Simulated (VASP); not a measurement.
Sc, 4 atoms in the cell. The typed cell holds 4 atoms: a = 5.340 Å, b = 5.340 Å, c = 3.692 Å, α = 90.00°, β = 90.00°, γ = 90.00°.  This cell differs from its parent crystal: strained and its atoms moved.

* Program: VASP 6.6.1
* Task: single point
* Functional: PBE
* Potentials or basis: VASP PAW PBE potentials, release 64 (Sc_sv)
* Cutoff: 520 eV
* k mesh: 8 × 8 × 10
* Occupations: gaussian, width 0.1 eV
* Spin: no spin polarisation
* Dipole correction: no
* Further INCAR settings: ALGO = Fast; EDIFF = 1e-06; NBANDS = 30

Potentials or basis: VASP PAW PBE potentials, release 64 (Sc_sv).

Command:

```sh
$ cat potpaw_PBE.64/Sc_sv/POTCAR > POTCAR
$ mpirun -np 1 vasp_std > vasp.out
```

Hardware: 1 thread of AMD EPYC 9R45 96-Core Processor (Zen 5) (shared host).

**Question.** How long does it take, and how much memory?

**Answer.** It took 2.9 min on 1 thread of AMD EPYC 9R45 96-Core Processor (Zen 5), with other jobs on the host, peak memory 0.31 GiB. Counts: scf iterations 19, k points 90.
